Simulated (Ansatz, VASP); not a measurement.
# V in VASP and in Ansatz

```
V
1.0
    -1.49177    1.49177    1.49177
     1.49177   -1.49177    1.49177
     1.49177    1.49177   -1.49177
V
1
Direct
  0.00000 0.00000 0.00000
```

Alike in both runs: task single point; functional r2SCAN; k mesh 9 × 9 × 9; occupations fermi-dirac, width 0.1 eV; no spin polarisation.

```csv
,VASP,Ansatz
version,VASP 6.6.1,Ansatz 0.2.0
potentials or method,"VASP PAW PBE potentials, release 64 (V_sv), cutoff 520 eV","plane waves (500 eV) with PAW, scalar-relativistic"
valence electrons in the cell,13,13
```

VASP gave:

```
pressure (GPa) : 0.9
```

**Question.** What did Ansatz give for the same quantities?

**Answer.** Pressure (GPa): 0.2.

VASP's potentials were made for PBE, not for r2SCAN.
